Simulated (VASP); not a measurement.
# As (P6_3/mmc) in VASP: a series of runs

Runs on As. Level: revPBE. Tasks: single point.

Everything below comes from runs of VASP 6.6.1. Logs are shortened: lines on timing, memory, paths and dates and some standing lists are left out, and cuts for length are marked.

### 1 The cell of the first run

The structure is hexagonal, space group P6_3/mmc (No. 194). The conventional cell has a = 2.963 Å, b = 2.963 Å, c = 4.519 Å, α = 90.00°, β = 90.00°, γ = 120.00°. Within 3.7 Å of As (site symmetry -6m2) lie 12 As at 2.83 to 2.96 Å.

### 2 Single point, revPBE (volume scaled by 0.88)

Contents of INCAR:

```
SYSTEM = As
PREC = Accurate
ENCUT = 520
EDIFF = 1E-6
ISMEAR = -1
SIGMA = 0.1
LREAL = .FALSE.
LASPH = .TRUE.
NELM = 100
ALGO = Normal
ISIF = 2
LWAVE = .FALSE.
LCHARG = .FALSE.
GGA = RE
NBANDS = 12
```

Contents of KPOINTS:

```
Automatic mesh
0
G
  13 13 8
  0 0 0
```

Contents of POSCAR:

```
As
1.0
    2.9633351416      0.0000000000      0.0000000000
   -1.4816675708      2.5663235126      0.0000000000
    0.0000000000      0.0000000000      4.5188366676
As
2
Direct
    0.3333333333      0.6666666667      0.2500000000
    0.6666666667      0.3333333333      0.7500000000
```

Potentials or basis: VASP PAW PBE potentials, release 64 (As).

The run is started by

```
$ cat potpaw_PBE.64/As/POTCAR > POTCAR
$ mpirun -np 1 vasp_std > vasp.out
```

OUTCAR:

```text
SYSTEM = As
   PREC = Accurate
   ENCUT = 520
   EDIFF = 1E-6
   ISMEAR = -1
   LREAL = .FALSE.
   LASPH = .TRUE.
   NELM = 100
   ISIF = 2
   GGA = RE

 ion  position               nearest neighbor table
   1  0.333  0.667  0.250-   2 2.83   2 2.83   2 2.83   2 2.83   2 2.83   2 2.83
   2  0.667  0.333  0.750-   1 2.83   1 2.83   1 2.83   1 2.83   1 2.83   1 2.83

  LATTYP: Found a hexagonal cell.
 ALAT       =     2.9633351416
 C/A-ratio  =     1.5249158302

  Lattice vectors:

 A1 = (   2.9633351416,   0.0000000000,   0.0000000000)
 A2 = (  -1.4816675708,   2.5663235126,   0.0000000000)
 A3 = (   0.0000000000,   0.0000000000,   4.5188366676)

Analysis of symmetry for initial positions (statically):
=====================================================================
 Subroutine PRICEL returns:
 Original cell was already a primitive cell.

 Routine SETGRP: Setting up the symmetry group for a
 hexagonal supercell.

 Subroutine GETGRP returns: Found 24 space group operations
 (whereof 12 operations were pure point group operations)
 out of a pool of 24 trial point group operations.

The static configuration has the point symmetry D_3d.
 The point group associated with its full space group is D_6h.

Analysis of symmetry for dynamics (positions and initial velocities):
=====================================================================
 Subroutine PRICEL returns:
 Original cell was already a primitive cell.

 Routine SETGRP: Setting up the symmetry group for a
 hexagonal supercell.

 Subroutine GETGRP returns: Found 24 space group operations
 (whereof 12 operations were pure point group operations)
 out of a pool of 24 trial point group operations.

The dynamic configuration has the point symmetry D_3d.
 The point group associated with its full space group is D_6h.

 Subroutine INISYM returns: Found 24 space group operations
 (whereof 12 operations are pure point group operations),
 and found     1 'primitive' translations

----------------------------------------------------------------------------------------

                                     Primitive cell

  volume of cell :      34.3652

  direct lattice vectors                    reciprocal lattice vectors
     2.963335142  0.000000000  0.000000000     0.337457612  0.194831243  0.000000000
    -1.481667571  2.566323513  0.000000000     0.000000000  0.389662486  0.000000000
     0.000000000  0.000000000  4.518836668     0.000000000  0.000000000  0.221295894

  length of vectors
     2.963335142  2.963335142  4.518836668     0.389662486  0.389662486  0.221295894

  position of ions in fractional coordinates (direct lattice)
     0.333333333  0.666666667  0.250000000
     0.666666667  0.333333333  0.750000000

  ion indices of the primitive-cell ions
   primitive index   ion index
                 1           1
                 2           2

----------------------------------------------------------------------------------------

 KPOINTS: Automatic mesh

Automatic generation of k-mesh.
 Grid dimensions read from file:
 generate k-points for:   13   13    8

 Generating k-lattice:

  Cartesian coordinates                     Fractional coordinates (reciprocal lattice)
     0.025958278  0.014987019  0.000000000     0.076923077  0.000000000  0.000000000
     0.000000000  0.029974037  0.000000000     0.000000000  0.076923077  0.000000000
     0.000000000  0.000000000  0.027661987     0.000000000  0.000000000  0.125000000

  Length of vectors
     0.029974037  0.029974037  0.027661987

  Shift w.r.t. Gamma in fractional coordinates (k-lattice)
     0.000000000  0.000000000  0.000000000

 Subroutine IBZKPT returns following result:
 ===========================================

 Found    105 irreducible k-points:

 Following reciprocal coordinates:
            Coordinates               Weight
  0.000000  0.000000  0.000000      1.000000
  0.076923  0.000000  0.000000      6.000000
  0.153846  0.000000  0.000000      6.000000
  0.230769 -0.000000  0.000000      6.000000
  0.307692  0.000000  0.000000      6.000000
  0.384615  0.000000  0.000000      6.000000
[... 16 lines left out ...]
  0.076923  0.000000  0.125000     12.000000
  0.153846  0.000000  0.125000     12.000000
 [... further k-points ...]
   k-points           NKPTS =    105   k-points in BZ     NKDIM =    105   number of bands    NBANDS=     12
   number of dos      NEDOS =    301   number of ions     NIONS =      2
   total plane-waves  NPLWV =  20736
   dimension x,y,z NGX =    24 NGY =   24 NGZ =   36
   dimension x,y,z NGXF=    48 NGYF=   48 NGZF=   72
   ions per type =               2
   NGX,Y,Z   is equivalent  to a cutoff of  13.46, 13.46, 13.24 a.u.
   NGXF,Y,Z  is equivalent  to a cutoff of  26.93, 26.93, 26.49 a.u.
 SYSTEM =  As
   PREC   = accura    normal or accurate (medium, high low for compatibility)
   ISTART =      0    job   : 0-new  1-cont  2-samecut
   ICHARG =      2    charge: 1-file 2-atom 10-const
   ISPIN  =      1    spin polarized calculation?
   LNONCOLLINEAR =      F non collinear calculations
   LSORBIT =      F    spin-orbit coupling
   LASPH  =      T    aspherical Exc in radial PAW
   ENCUT  =  520.0 eV  38.22 Ry    6.18 a.u.   5.51  5.51  8.40*2*pi/ulx,y,z
   NELM   =    100;   NELMIN=  2; NELMDL= -5     # of ELM steps
   EDIFF  = 0.1E-05   stopping-criterion for ELM
   LREAL  =      F    real-space projection
[... 7 lines left out ...]
   TEBEG  =    0.0;   TEEND  =   0.0 temperature during run
   PSTRESS=    0.0 pullay stress
   NELECT =      10.0000    total number of electrons
   NUPDOWN=      -1.0000    fix difference up-down
   EMIN   =  10.00;   EMAX   =-10.00  energy-range for DOS
   EFERMI =   0.00;   METHOD = LEGACY
   ISMEAR =    -1;   SIGMA  =   0.10  broadening in eV -4-tet -1-fermi 0-gaus
   EFERMI_NEDOS =   21; number of points for ismear=-14 and -15
   IALGO  =     38    algorithm
   IMIX   =      4    mixing-type and parameters
     AMIX     =   0.40;   BMIX     =  1.00
     AMIX_MAG =   1.60;   BMIX_MAG =  1.00
  volume/ion in A,a.u.               =      17.18       115.95
  Fermi-wavevector in a.u.,A,eV,Ry     =   1.084847  2.050064 16.012606  1.176893
  Thomas-Fermi vector in A             =   2.220947
   LORBIT       =      0    0 simple, 1 ext, 2 COOP (PROOUT), +10 PAW based schemes
   GGA     = RE    functional components
   LHFCALC =     F    Hartree Fock is set to
   AEXX    =    0.0000 exact exchange contribution
   IVDW    =     0    specifies the selected vdW correction
   LEPSILON=     F    determine dielectric tensor
   LRPA    =     F    only Hartree local field effects (RPA)
 non-spin polarized calculation
  energy-cutoff  :      520.00
  volume of cell :       34.37
 maximum number of plane-waves:       952
 NGX is ok and might be reduce to    24
   NGX = 11   NGY = 11   NGZ = 17

 number of electron      10.0000001 magnetization

 Free energy of the ion-electron system (eV)
  ---------------------------------------------------
  ext. energy  EPLUGINS =         0.00000000
  ---------------------------------------------------
  free energy    TOTEN  =        -7.50339585 eV

  energy without entropy =       -7.46881174  energy(sigma->0) =       -7.48610379

 E-fermi :   7.7943     XC(G=0): -11.2155

 val. band max:        7.7856298355   @ k =   0.3077   0.0000   0.3750
 cond. band min:       7.8478467147   @ k =   0.3846   0.0769   0.2500
 fundamental gap:      0.0622168792
 Fermi energy:         7.7943127086

 k-point     1 :       0.0000    0.0000    0.0000
  band No.  band energies     occupation
      1      -8.2974      2.00000
      2      -2.3167      2.00000
      3       0.4839      2.00000
      4      11.4496      0.00000
      5      11.4496      0.00000
      6      13.6811      0.00000
      7      13.6811      0.00000
      8      15.5725      0.00000
      9      16.7218      0.00000
     10      19.5101      0.00000
     11      20.1425      0.00000
     12      20.1425      0.00000

 k-point     2 :       0.0769    0.0000    0.0000
  band No.  band energies     occupation
      1      -8.1687      2.00000
      2      -2.2066      2.00000
      3       0.6152      2.00000
      4      10.2047      0.00000
      5      10.9829      0.00000
      6      13.1341      0.00000
      7      13.8735      0.00000
      8      15.2581      0.00000
      9      17.4230      0.00000
     10      18.7388      0.00000
     11      20.2184      0.00000
     12      21.2361      0.00000

 k-point     3 :       0.1538    0.0000    0.0000
  band No.  band energies     occupation
      1      -7.7840      2.00000
      2      -1.8857      2.00000
      3       1.0069      2.00000
      4       7.9095      0.48024
      5      10.0952      0.00000
      6      11.7543      0.00000
      7      13.9197      0.00000
      8      14.2812      0.00000
      9      16.3736      0.00000
     10      19.8809      0.00000
     11      20.3789      0.00000
     12      20.9244      0.00000
[... 286 lines left out ...]
 k-point    23 :       0.0769    0.0000    0.1250
  band No.  band energies     occupation
      1      -8.0568      2.00000
      2      -2.9767      2.00000
      3       1.5939      2.00000
      4      10.3009      0.00000
      5      11.0739      0.00000
      6      12.9960      0.00000
      7      13.7536      0.00000
      8      14.5668      0.00000
      9      17.4560      0.00000
     10      18.7460      0.00000
     11      19.8431      0.00000
     12      20.6354      0.00000

 k-point    24 :       0.1538    0.0000    0.1250
  band No.  band energies     occupation
      1      -7.6723      2.00000
      2      -2.6321      2.00000
      3       1.9504      2.00000
      4       8.0245      0.18195
      5      10.1952      0.00000
      6      11.4628      0.00000
      7      13.6863      0.00000
      8      13.9000      0.00000
      9      16.5017      0.00000
     10      19.7157      0.00000
     11      20.1520      0.00000
     12      20.4624      0.00000

 [... further k-points ...]
[... 5 lines left out ...]
  --------------------------------------------------------------------------------------
  -------------------------------------------------------------------------------------
  Total        2.8212765      2.8212765      2.8080036      0.0000000     -0.0000000      0.0000000
  in kB      131.5338160    131.5338160    130.9150034      0.0000000     -0.0000000      0.0000000
  external PRESSURE =     131.3275451 kB  Pullay stress =       0.0000000 kB

 VOLUME and BASIS-vectors are now :
 -----------------------------------------------------------------------------
  energy-cutoff  :      520.00
  volume of cell :       34.37
      direct lattice vectors                 reciprocal lattice vectors
     2.963335142  0.000000000  0.000000000     0.337457612  0.194831243  0.000000000
    -1.481667571  2.566323513  0.000000000     0.000000000  0.389662486  0.000000000
     0.000000000  0.000000000  4.518836668     0.000000000  0.000000000  0.221295894

 POSITION                                       TOTAL-FORCE (eV/Angst)
 -----------------------------------------------------------------------------------
     -0.00000      1.71088      1.12971         0.000000     -0.000000      0.000000
      1.48167      0.85544      3.38913        -0.000000      0.000000      0.000000
 -----------------------------------------------------------------------------------
    total drift:                               -0.000000      0.000000      0.000000

  FREE ENERGIE OF THE ION-ELECTRON SYSTEM (eV)
  ---------------------------------------------------
  free  energy   TOTEN  =        -7.5033958466 eV

  energy  without entropy=       -7.4688117359  energy(sigma->0) =       -7.48610379
```

Wall time 19 s (1 thread of Intel Xeon Platinum 8488C (Sapphire Rapids), shared host); peak memory 0.17 GiB.

Results:

| Item | Value |
| --- | --- |
| Free energy | -7.5034 eV |
| Pressure | 13.1 GPa |
| Band gap on the k mesh | zero (band 5 reaches 12.61 eV, above the bottom of band 6 at 3.86 eV) |

Levels at points of the mesh, in eV from the Fermi level:
```tsv
k point	band 1	band 2	band 3	band 4	band 5	band 6	band 7	band 8	band 9	band 10
(0.00, 0.00, 0.00)	-16.09	-10.11	-7.31	3.66	3.66	5.89	5.89	7.78	8.93	11.72
(0.00, 0.00, 0.50)	-14.31	-14.31	0.15	0.15	4.81	4.81	4.81	4.81	10.54	10.54
```

Caveat: the PAW data sets were made with another functional, which shifts forces and pressure a little.

### 3 Single point, revPBE (volume scaled by 0.92)

Contents of INCAR:

```
SYSTEM = As
PREC = Accurate ; ENCUT = 520
EDIFF = 1E-6 ; ISMEAR = -1
SIGMA = 0.1 ; LREAL = .False.
LASPH = .True. ; NELM = 100
ALGO = Normal ; ISIF = 2
LWAVE = .False. ; LCHARG = .True.
GGA = RE ; LELF = .True.
LVHAR = .True. ; NBANDS = 12
```

Contents of KPOINTS:

```
regular mesh
0
Gamma
  13 13 8
  0 0 0
```

Contents of POSCAR:

```
As
1.0
    3.0075705459      0.0000000000      0.0000000000
   -1.5037852729      2.6046324965      0.0000000000
    0.0000000000      0.0000000000      4.5862919359
As
2
Direct
    0.3333333333      0.6666666667      0.2500000000
    0.6666666667      0.3333333333      0.7500000000
```

Potentials or basis: VASP PAW PBE potentials, release 64 (As).

The run is started by

```
$ cat potpaw_PBE.64/As/POTCAR > POTCAR
$ mpirun -np 1 vasp_std > vasp.out
```

It took 21 s on 1 thread of Intel Xeon Platinum 8488C (Sapphire Rapids), shared host; peak memory 0.17 GiB.

It converged, with:

```yaml
Free_energy: -7.6049 eV
Pressure: 7.9 GPa
Band_gap_on_the_k_mesh: zero (band 5 reaches 11.80 eV, above the bottom of band 6 at 3.54 eV)
```

Stress tensor (GPa, compression positive):
```
7.74 0.00 0.00
0.00 7.74 0.00
0.00 0.00 8.13
```

Levels at points of the mesh, in eV from the Fermi level:
```tsv
k point	band 1	band 2	band 3	band 4	band 5	band 6	band 7	band 8	band 9	band 10
(0.00, 0.00, 0.00)	-15.66	-10.02	-6.97	3.45	3.45	5.58	5.58	7.32	8.68	11.55
(0.00, 0.00, 0.50)	-13.94	-13.94	0.07	0.07	4.54	4.54	4.54	4.54	10.27	10.27
```

Caveat: the PAW data sets were made with another functional, which shifts forces and pressure a little.
